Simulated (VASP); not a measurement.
# GaN (F-43m) in VASP: a series of runs

The runs below take GaN through single point, with PBE, RPBE+D3(BJ).

Program: VASP 6.6.1. These are calculated values, not measurements. Logs are shortened: lines on timing, memory, paths and dates and some standing lists are left out, and cuts for length are marked.

### Step 1. The cell of the first run

It takes space group F-43m (No. 216, cubic). The conventional cell has a = 4.507 Å, b = 4.507 Å, c = 4.507 Å, α = 90.00°, β = 90.00°, γ = 90.00°. Within 2.6 Å of Ga (site symmetry -43m) lie 4 N at 1.95 Å. N (site symmetry -43m) has 4 Ga at 1.95 Å within 2.6 Å.

### Step 2. Single point, PBE

Contents of INCAR:

```
PREC     = Accurate       # precision mode
ENCUT    = 520            # plane-wave cutoff, eV
EDIFF    = 1E-6           # SCF threshold, eV
ISMEAR   = -1             # smearing method
SIGMA    = 0.06           # smearing width, eV
LREAL    = F              # projectors in reciprocal space
LASPH    = T              # aspherical terms in the spheres
NELM     = 80             # most SCF steps
ALGO     = Normal         # electronic algorithm
ISIF     = 2              # what is computed and relaxed
LWAVE    = F              # write WAVECAR
LCHARG   = F              # write CHGCAR
GGA      = PE             # functional
NBANDS   = 16             # bands
```

Contents of KPOINTS:

```
Automatic mesh
0
Gamma
  5 5 5
```

Contents of POSCAR:

```
GaN
1.0
    0.0000000000      2.2535006075      2.2535006075
    2.2535006075      0.0000000000      2.2535006075
    2.2535006075      2.2535006075      0.0000000000
Ga N
1 1
Direct
    0.0000000000      0.0000000000      0.0000000000
    0.2500000000      0.2500000000      0.2500000000
```

Potentials or basis: VASP PAW PBE potentials, release 64 (Ga_d, N).

Run with:

```sh
$ cat potpaw_PBE.64/Ga_d/POTCAR potpaw_PBE.64/N/POTCAR > POTCAR
$ mpirun -np 1 vasp_std > vasp.out
```

OUTCAR:

```text
PREC = Accurate
   ENCUT = 520
   EDIFF = 1E-6
   ISMEAR = -1
   LREAL = F
   LASPH = T
   NELM = 80
   ISIF = 2
   GGA = PE

 ion  position               nearest neighbor table
   1  0.000  0.000  0.000-   2 1.95   2 1.95   2 1.95   2 1.95
   2  0.250  0.250  0.250-   1 1.95   1 1.95   1 1.95   1 1.95

  LATTYP: Found a face centered cubic cell.
 ALAT       =     4.5070012150

  Lattice vectors:

 A1 = (   0.0000000000,   2.2535006075,   2.2535006075)
 A2 = (   2.2535006075,   0.0000000000,   2.2535006075)
 A3 = (   2.2535006075,   2.2535006075,   0.0000000000)

Analysis of symmetry for initial positions (statically):
=====================================================================
 Subroutine PRICEL returns:
 Original cell was already a primitive cell.

 Routine SETGRP: Setting up the symmetry group for a
 face centered cubic supercell.

 Subroutine GETGRP returns: Found 24 space group operations
 (whereof 24 operations were pure point group operations)
 out of a pool of 48 trial point group operations.

The static configuration has the point symmetry T_d .

Analysis of symmetry for dynamics (positions and initial velocities):
=====================================================================
 Subroutine PRICEL returns:
 Original cell was already a primitive cell.

 Routine SETGRP: Setting up the symmetry group for a
 face centered cubic supercell.

 Subroutine GETGRP returns: Found 24 space group operations
 (whereof 24 operations were pure point group operations)
 out of a pool of 48 trial point group operations.

The dynamic configuration has the point symmetry T_d .

 Subroutine INISYM returns: Found 24 space group operations
 (whereof 24 operations are pure point group operations),
 and found     1 'primitive' translations

----------------------------------------------------------------------------------------

                                     Primitive cell

  volume of cell :      22.8877

  direct lattice vectors                    reciprocal lattice vectors
     0.000000000  2.253500607  2.253500607    -0.221877020  0.221877020  0.221877020
     2.253500607  0.000000000  2.253500607     0.221877020 -0.221877020  0.221877020
     2.253500607  2.253500607  0.000000000     0.221877020  0.221877020 -0.221877020

  length of vectors
     3.186931122  3.186931122  3.186931122     0.384302272  0.384302272  0.384302272

  position of ions in fractional coordinates (direct lattice)
     0.000000000  0.000000000  0.000000000
     0.250000000  0.250000000  0.250000000

  ion indices of the primitive-cell ions
   primitive index   ion index
                 1           1
                 2           2

----------------------------------------------------------------------------------------

 KPOINTS: Automatic mesh

Automatic generation of k-mesh.
 Grid dimensions read from file:
 generate k-points for:    5    5    5

 Generating k-lattice:

  Cartesian coordinates                     Fractional coordinates (reciprocal lattice)
    -0.044375404  0.044375404  0.044375404     0.200000000  0.000000000  0.000000000
     0.044375404 -0.044375404  0.044375404     0.000000000  0.200000000  0.000000000
     0.044375404  0.044375404 -0.044375404     0.000000000  0.000000000  0.200000000

  Length of vectors
     0.076860454  0.076860454  0.076860454

  Shift w.r.t. Gamma in fractional coordinates (k-lattice)
     0.000000000  0.000000000  0.000000000

 Subroutine IBZKPT returns following result:
 ===========================================

 Found     10 irreducible k-points:

 Following reciprocal coordinates:
            Coordinates               Weight
  0.000000  0.000000  0.000000      1.000000
  0.200000  0.000000  0.000000      8.000000
  0.400000  0.000000  0.000000      8.000000
  0.200000  0.200000  0.000000      6.000000
  0.400000  0.200000  0.000000     24.000000
 -0.400000  0.200000  0.000000     24.000000
 -0.200000  0.200000  0.000000     12.000000
  0.400000  0.400000  0.000000      6.000000
 -0.400000  0.400000  0.000000     12.000000
 -0.400000  0.400000  0.200000     24.000000
   k-points           NKPTS =     10   k-points in BZ     NKDIM =     10   number of bands    NBANDS=     16
   number of dos      NEDOS =    301   number of ions     NIONS =      2
   total plane-waves  NPLWV =  13824
   dimension x,y,z NGX =    24 NGY =   24 NGZ =   24
   dimension x,y,z NGXF=    48 NGYF=   48 NGZF=   48
   ions per type =               1   1
   NGX,Y,Z   is equivalent  to a cutoff of  12.52, 12.52, 12.52 a.u.
   NGXF,Y,Z  is equivalent  to a cutoff of  25.04, 25.04, 25.04 a.u.
 SYSTEM =  unknown system
   PREC   = accura    normal or accurate (medium, high low for compatibility)
   ISTART =      0    job   : 0-new  1-cont  2-samecut
   ICHARG =      2    charge: 1-file 2-atom 10-const
   ISPIN  =      1    spin polarized calculation?
   LNONCOLLINEAR =      F non collinear calculations
   LSORBIT =      F    spin-orbit coupling
   LASPH  =      T    aspherical Exc in radial PAW
   ENCUT  =  520.0 eV  38.22 Ry    6.18 a.u.   5.93  5.93  5.93*2*pi/ulx,y,z
   NELM   =     80;   NELMIN=  2; NELMDL= -5     # of ELM steps
   EDIFF  = 0.1E-05   stopping-criterion for ELM
   LREAL  =      F    real-space projection
   EDIFFG = 0.1E-04   stopping-criterion for IOM
   NSW    =      0    number of steps for IOM
   IBRION =     -1    ionic relax: 0-MD 1-quasi-New 2-CG
   NFREE  =      0    steps in history (QN), initial steepest desc. (CG)
   ISIF   =      2    stress and relaxation
   ISYM   =      2    0-nonsym 1-usesym 2-fastsym
   POTIM  = 0.5000    time-step for ionic-motion
   TEBEG  =    0.0;   TEEND  =   0.0 temperature during run
   PSTRESS=    0.0 pullay stress
   NELECT =      18.0000    total number of electrons
   NUPDOWN=      -1.0000    fix difference up-down
   EMIN   =  10.00;   EMAX   =-10.00  energy-range for DOS
   EFERMI =   0.00;   METHOD = LEGACY
   ISMEAR =    -1;   SIGMA  =   0.06  broadening in eV -4-tet -1-fermi 0-gaus
   EFERMI_NEDOS =   21; number of points for ismear=-14 and -15
   IALGO  =     38    algorithm
   IMIX   =      4    mixing-type and parameters
     AMIX     =   0.40;   BMIX     =  1.00
     AMIX_MAG =   1.60;   BMIX_MAG =  1.00
  volume/ion in A,a.u.               =      11.44        77.23
  Fermi-wavevector in a.u.,A,eV,Ry     =   1.511117  2.855596 31.068543  2.283473
  Thomas-Fermi vector in A             =   2.621216
   LORBIT       =      0    0 simple, 1 ext, 2 COOP (PROOUT), +10 PAW based schemes
   GGA     = PE    functional components
   LHFCALC =     F    Hartree Fock is set to
   AEXX    =    0.0000 exact exchange contribution
   IVDW    =     0    specifies the selected vdW correction
   LEPSILON=     F    determine dielectric tensor
   LRPA    =     F    only Hartree local field effects (RPA)
 non-spin polarized calculation
  energy-cutoff  :      520.00
  volume of cell :       22.89
 maximum number of plane-waves:       629
   NGX = 11   NGY = 11   NGZ = 11

 number of electron      18.0000004 magnetization

 Free energy of the ion-electron system (eV)
  ---------------------------------------------------
  ext. energy  EPLUGINS =         0.00000000
  ---------------------------------------------------
  free energy    TOTEN  =       -12.12729272 eV

  energy without entropy =      -12.12729269  energy(sigma->0) =      -12.12729271

 E-fermi :   6.1885     XC(G=0): -11.6635

 val. band max:        5.2960495095   @ k =   0.0000   0.0000   0.0000
 cond. band min:       7.0143295979   @ k =   0.0000   0.0000   0.0000
 fundamental gap:      1.7182800884
 Fermi energy:         6.1885246661

 k-point     1 :       0.0000    0.0000    0.0000
  band No.  band energies     occupation
      1     -10.6415      2.00000
      2      -8.1602      2.00000
      3      -8.1602      2.00000
      4      -8.1602      2.00000
      5      -7.8411      2.00000
      6      -7.8411      2.00000
[... 8 lines left out ...]
     15      24.1389      0.00000
     16      24.1389      0.00000

 k-point     2 :       0.2000    0.0000    0.0000
  band No.  band energies     occupation
      1     -10.2545      2.00000
      2      -8.1150      2.00000
      3      -8.1150      2.00000
      4      -7.9578      2.00000
      5      -7.8411      2.00000
      6      -7.8411      2.00000
[... 8 lines left out ...]
     15      22.0710      0.00000
     16      22.0710      0.00000

 k-point     3 :       0.4000    0.0000    0.0000
  band No.  band energies     occupation
      1      -9.7861      2.00000
      2      -8.0750      2.00000
      3      -8.0750      2.00000
      4      -7.8051      2.00000
      5      -7.8051      2.00000
      6      -6.9509      2.00000
[... 8 lines left out ...]
     15      23.9484      0.00000
     16      23.9485      0.00000

 k-point     4 :       0.2000    0.2000    0.0000
  band No.  band energies     occupation
      1     -10.1353      2.00000
      2      -8.0639      2.00000
      3      -8.0639      2.00000
      4      -8.0110      2.00000
      5      -7.8162      2.00000
      6      -7.8146      2.00000
[... 8 lines left out ...]
     15      26.1503      0.00000
     16      26.8484      0.00000

 k-point     5 :       0.4000    0.2000    0.0000
  band No.  band energies     occupation
      1      -9.7436      2.00000
      2      -8.0482      2.00000
      3      -8.0001      2.00000
      4      -7.9234      2.00000
      5      -7.7892      2.00000
      6      -7.0638      2.00000
[... 8 lines left out ...]
     15      25.5708      0.00000
     16      26.1899      0.00000

 k-point     6 :      -0.4000    0.2000    0.0000
  band No.  band energies     occupation
      1      -9.6534      2.00000
      2      -8.0617      2.00000
      3      -8.0015      2.00000
      4      -7.8521      2.00000
      5      -7.8140      2.00000
      6      -6.3586      2.00000
[... 8 lines left out ...]
     15      23.9371      0.00000
     16      25.5664      0.00000

 k-point     7 :      -0.2000    0.2000    0.0000
  band No.  band energies     occupation
      1      -9.8712      2.00000
      2      -8.0708      2.00000
      3      -8.0562      2.00000
      4      -7.8632      2.00000
      5      -7.8531      2.00000
      6      -7.3845      2.00000
[... 8 lines left out ...]
     15      22.6621      0.00000
     16      25.8461      0.00000

 k-point     8 :       0.4000    0.4000    0.0000
  band No.  band energies     occupation
      1      -9.6095      2.00000
      2      -8.0565      2.00000
      3      -7.8893      2.00000
      4      -7.8893      2.00000
      5      -7.7716      2.00000
      6      -6.6051      2.00000
[... 8 lines left out ...]
     15      27.4055      0.00000
     16      28.8413      0.00000

 k-point     9 :      -0.4000    0.4000    0.0000
  band No.  band energies     occupation
      1      -9.5694      2.00000
      2      -8.0476      2.00000
      3      -7.9009      2.00000
      4      -7.8878      2.00000
      5      -7.7905      2.00000
      6      -6.0163      2.00000
[... 8 lines left out ...]
     15      26.9478      0.00000
     16      28.0306      0.00000

 k-point    10 :      -0.4000    0.4000    0.2000
  band No.  band energies     occupation
      1      -9.5947      2.00000
      2      -8.0210      2.00000
      3      -7.9874      2.00000
      4      -7.8642      2.00000
      5      -7.8131      2.00000
      6      -6.1797      2.00000
[... 8 lines left out ...]
     15      24.7501      0.00000
     16      28.4081      0.00000

------------------------ aborting loop because EDIFF is reached ----------------------------------------

  FORCE on cell =-STRESS in cart. coord.  units (eV):
  Direction    XX          YY          ZZ          XY          YZ          ZX
  --------------------------------------------------------------------------------------
  -------------------------------------------------------------------------------------
  Total        0.7165235      0.7165235      0.7165235     -0.0000000      0.0000000     -0.0000000
  in kB       50.1577406     50.1577406     50.1577406     -0.0000000      0.0000000     -0.0000000
  external PRESSURE =      50.1577406 kB  Pullay stress =       0.0000000 kB

 VOLUME and BASIS-vectors are now :
 -----------------------------------------------------------------------------
  energy-cutoff  :      520.00
  volume of cell :       22.89
      direct lattice vectors                 reciprocal lattice vectors
     0.000000000  2.253500607  2.253500607    -0.221877020  0.221877020  0.221877020
     2.253500607  0.000000000  2.253500607     0.221877020 -0.221877020  0.221877020
     2.253500607  2.253500607  0.000000000     0.221877020  0.221877020 -0.221877020

 POSITION                                       TOTAL-FORCE (eV/Angst)
 -----------------------------------------------------------------------------------
      0.00000      0.00000      0.00000         0.000000      0.000000      0.000000
      1.12675      1.12675      1.12675        -0.000000     -0.000000     -0.000000
 -----------------------------------------------------------------------------------
    total drift:                                0.000002      0.000002      0.000002

  FREE ENERGIE OF THE ION-ELECTRON SYSTEM (eV)
  ---------------------------------------------------
  free  energy   TOTEN  =       -12.1272927219 eV

  energy  without entropy=      -12.1272926909  energy(sigma->0) =      -12.12729271
```

Wall time 3.5 s (1 thread of AMD EPYC 9R45 (Zen 5), shared host); peak memory 0.1 GiB.

Results:

| Property | Result |
| --- | --- |
| Free energy | -12.1273 eV |
| Pressure | 5.0 GPa |
| Band gap on the k mesh | 1.72 eV |

Caveat: the k points lie up to 0.48 Å⁻¹ apart.

### Step 3. Single point, RPBE+D3(BJ)

This run uses another cell than the first one, of 10.83 Å³/atom.

Contents of INCAR:

```
SYSTEM = GaN
  ALGO = Normal
  EDIFF = 1E-6
  ENCUT = 520
  GGA = RP
  ISIF = 2
  ISMEAR = -1
  IVDW = 12
  LASPH = .True.
  LCHARG = .False.
  LREAL = .False.
  LWAVE = .False.
  NBANDS = 16
  NELM = 100
  PREC = Accurate
  SIGMA = 0.05
```

Contents of KPOINTS:

```
k-points
0
Gamma
  10 10 10
  0 0 0
```

Contents of POSCAR:

```
GaN
1.0
    0.0000000000      2.2123428805      2.2123428805
    2.2123428805      0.0000000000      2.2123428805
    2.2123428805      2.2123428805      0.0000000000
Ga N
1 1
Direct
    0.0000000000      0.0000000000      0.0000000000
    0.2500000000      0.2500000000      0.2500000000
```

Potentials or basis: VASP PAW PBE potentials, release 64 (Ga_d, N).

Run with:

```sh
$ cat potpaw_PBE.64/Ga_d/POTCAR potpaw_PBE.64/N/POTCAR > POTCAR
$ mpirun -np 1 vasp_std > vasp.out
```

Wall time 9.9 s (1 thread of AMD EPYC 9R45 (Zen 5), shared host); peak memory 0.13 GiB.

The run converged. Its results:

| Item | Value |
| --- | --- |
| Free energy | -13.5981 eV |
| Pressure | -0.1 GPa |
| Band gap on the k mesh | 2.13 eV |
| Dispersion energy per atom | -1.204 eV |

Levels at points of the mesh, in eV from the valence-band top:
```csv
k point,band 6,band 7,band 8,band 9,band 10,band 11,band 12,band 13
"(0.00, 0.00, 0.00)",-13.12,0.00,0.00,0.00,2.13,10.72,10.72,10.72
"(0.50, 0.00, 0.00)",-11.90,-7.37,-1.03,-1.03,5.10,9.09,10.72,10.72
"(0.50, 0.50, 0.00)",-11.50,-6.32,-2.89,-2.89,3.42,7.08,12.25,14.67
```

Caveat: the dispersion term is far too large for a dense solid, which distorts pressure and volume; the PAW data sets were made with another functional, which shifts forces and pressure a little.

### Step 4. Single point, PBE

Contents of INCAR:

```
SYSTEM = GaN
ALGO = Normal
EDIFF = 1E-6
ENCUT = 520
GGA = PE
ISIF = 2
ISMEAR = 0
LASPH = .TRUE.
LCHARG = .TRUE.
LELF = .TRUE.
LREAL = .FALSE.
LVHAR = .TRUE.
LWAVE = .FALSE.
NBANDS = 16
NELM = 60
PREC = Accurate
SIGMA = 0.011
```

Contents of KPOINTS:

```
k-points
0
G
  10 10 10
  0 0 0
```

Contents of POSCAR:

```
GaN
1.0
    0.0000000000      2.2535006075      2.2535006075
    2.2535006075      0.0000000000      2.2535006075
    2.2535006075      2.2535006075      0.0000000000
Ga N
1 1
Direct
    0.0000000000      0.0000000000      0.0000000000
    0.2500000000      0.2500000000      0.2500000000
```

Run with:

```sh
$ cat potpaw_PBE.64/Ga_d/POTCAR potpaw_PBE.64/N/POTCAR > POTCAR
$ mpirun -np 1 vasp_std > vasp.out
```

Wall time 10 s (1 thread of AMD EPYC 9R45 (Zen 5), shared host); peak memory 0.11 GiB.

The run converged. Its results:

| Property | Result |
| --- | --- |
| Free energy | -12.1432 eV |
| Pressure | 5.1 GPa |
| Band gap on the k mesh | 1.72 eV |

Levels at points of the mesh, in eV from the valence-band top:
| k point | band 6 | band 7 | band 8 | band 9 | band 10 | band 11 | band 12 | band 13 |
| --- | --- | --- | --- | --- | --- | --- | --- | --- |
| (0.00, 0.00, 0.00) | -13.12 | 0.00 | 0.00 | 0.00 | 1.72 | 10.30 | 10.30 | 10.30 |
| (0.50, 0.00, 0.00) | -11.88 | -7.04 | -0.97 | -0.97 | 4.64 | 8.73 | 10.37 | 10.37 |
| (0.50, 0.50, 0.00) | -11.45 | -6.12 | -2.70 | -2.70 | 3.35 | 6.66 | 11.71 | 13.96 |

Caveat: the cell stands under pressure.

### Step 5. Summary

| level | cell | k mesh | smearing | gap on the mesh (eV) | pressure (GPa) |
| --- | --- | --- | --- | --- | --- |
| PBE | a = 3.187 Å, angles 60.0°, 2 atoms | 5 × 5 × 5 | fermi-dirac 0.06 eV | 1.72 | 5.0 |
| RPBE+D3(BJ) | a = 3.129 Å, angles 60.0°, 2 atoms | 10 × 10 × 10 | fermi-dirac 0.05 eV | 2.13 | -0.1 |
| PBE | a = 3.187 Å, angles 60.0°, 2 atoms | 10 × 10 × 10 | gaussian 0.011 eV | 1.72 | 5.1 |

Alike in all rows: task single point; potentials or basis VASP PAW PBE potentials, release 64 (Ga_d, N); no spin polarisation; cutoff (eV) 520.

Caveats: some runs use coarse meshes; the dispersion term is far too large for a dense solid, which distorts pressure and volume (at least some runs); the PAW data sets were made with another functional, which shifts forces and pressure a little (at least some runs); the cell stands under pressure (at least some runs).

Total energies depend on the potentials used, so only differences within one code and one set of settings carry meaning.
